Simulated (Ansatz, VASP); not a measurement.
**Two plane-wave programs on FeNi3**

```
Fe Ni
1.0
     3.54500    0.00000    0.00000
     0.00000    3.54500    0.00000
     0.00000    0.00000    3.54500
Fe Ni
1 3
Direct
  0.00000 0.00000 0.00000
  0.00000 0.50000 0.50000
  0.50000 0.00000 0.50000
  0.50000 0.50000 0.00000
```

Alike in both runs: task single point; functional PBE; k mesh 6 × 6 × 6; occupations fermi-dirac, width 0.15 eV; collinear spin.

```csv
,VASP,Ansatz
version,VASP 6.6.1,Ansatz 0.2.0
potentials or method,"VASP PAW PBE potentials, release 64 (Fe, Ni)","plane waves, PAW"
plane-wave cutoff (eV),520,420
valence electrons in the cell,38,70
```

VASP gave:

| Item | Value |
| --- | --- |
| gap on the k mesh at the Fermi level (eV) | none |
| net moment per atom (μB) | 1.20 |
| size of the moment on the site where the two differ most (μB) | 0.65 |

Q: Which values does Ansatz return?

A: gap on the k mesh at the Fermi level (eV): none; net moment per atom (μB): 1.21; size of the moment on the site where the two differ most (μB): 0.70.

Site moments also hang on the region over which each program counts them. A gap of «none» marks a metal or a gap that the smearing closes. VASP's potentials hold 38 valence electrons a cell and Ansatz's 70, so a difference there can come from the potentials and not from the codes.
